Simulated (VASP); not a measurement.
Set up this calculation in VASP 6.6.1, as the native input.

```
Task                   : single point
Functional             : LDA
Potentials or basis    : VASP PAW LDA potentials, release 64 (Pb_d, Se)
Cutoff                 : 520 eV
k mesh                 : 6 × 6 × 4
Occupations            : gaussian, width 0.01 eV
Spin                   : no spin polarisation
Dipole correction      : no
Further INCAR settings : ALGO = Normal; EDIFF = 1e-07; NBANDS = 28
```

The structure of PbSe lies in POSCAR:

```
PbSe
1.0
    5.1741302563      0.0000000000      0.0000000000
   -2.5870651281      4.4809282444      0.0000000000
    0.0000000000      0.0000000000      6.2132838678
Pb Se
2 2
Direct
    0.3333333333      0.6666666667      0.2500000000
    0.6666666667      0.3333333333      0.7500000000
    0.6666666667      0.3333333333      0.2500000000
    0.3333333333      0.6666666667      0.7500000000
```

One way to write it, as run:

INCAR

```
PREC = Accurate
ENCUT = 520
EDIFF = 1E-7
ISMEAR = 0
SIGMA = 0.01
LREAL = F
LASPH = T
NELM = 80
ALGO = Normal
ISIF = 2
LWAVE = F
LCHARG = T
LELF = T
LVHAR = T
NBANDS = 28
```

KPOINTS

```
regular mesh
0
Gamma
  6 6 4
```

Potentials or basis: VASP PAW LDA potentials, release 64 (Pb_d, Se).

Run with:

```console
$ cat potpaw_LDA.64/Pb_d/POTCAR potpaw_LDA.64/Se/POTCAR > POTCAR
$ mpirun -np 1 vasp_std > vasp.out
```

It gave:

* Pressure: -2.4 GPa
* Band gap on the k mesh: 1.03 eV, direct

Caveat: spin-orbit coupling is left out, which moves the levels of the heavy elements.

It took 34 s on 1 thread of AMD EPYC 9R45 96-Core Processor (Zen 5), with other jobs on the host, peak memory 0.22 GiB.
